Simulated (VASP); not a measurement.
Zr3Si, 4 atoms in the cell. Symmetry: P4/mmm, No. 123, tetragonal system. Conventional cell: a = 3.189 Å, b = 3.189 Å, c = 8.338 Å, α = 90.00°, β = 90.00°, γ = 90.00°. Zr (site symmetry 4mm) has 4 Si at 3.00 Å and 9 Zr at 3.14 to 3.97 Å within 4.0 Å. Zr (site symmetry 4/mmm) has 12 Zr at 3.14 to 3.19 Å within 4.1 Å. Si (site symmetry 4/mmm) has 8 Zr at 3.00 Å and 4 Si at 3.19 Å within 4.0 Å. 

| Quantity | Value |
| --- | --- |
| Program | VASP 6.6.1 |
| Task | single point |
| Functional | PBE |
| Potentials or basis | VASP PAW PBE potentials, release 64 (Zr_sv, Si) |
| Cutoff | 520 eV |
| k mesh | 6 × 6 × 2 |
| Occupations | gaussian, width 0.1 eV |
| Spin | no spin polarisation |
| Dipole correction | no |
| Further INCAR settings | ALGO = Normal; EDIFF = 1e-06; NBANDS = 28 |

Potentials or basis: VASP PAW PBE potentials, release 64 (Zr_sv, Si).

Launch:

```bash
$ cat potpaw_PBE.64/Zr_sv/POTCAR potpaw_PBE.64/Si/POTCAR > POTCAR
$ mpirun -np 1 vasp_std > vasp.out
```

Hardware: 1 thread of AMD EPYC 7R13 Processor (Zen 3), with other jobs on the host.

How long does it take, and how much memory?

It took 38 s on 1 thread of AMD EPYC 7R13 Processor (Zen 3), with other jobs on the host, peak memory 0.17 GiB. Counts: scf iterations 14, k points 20.
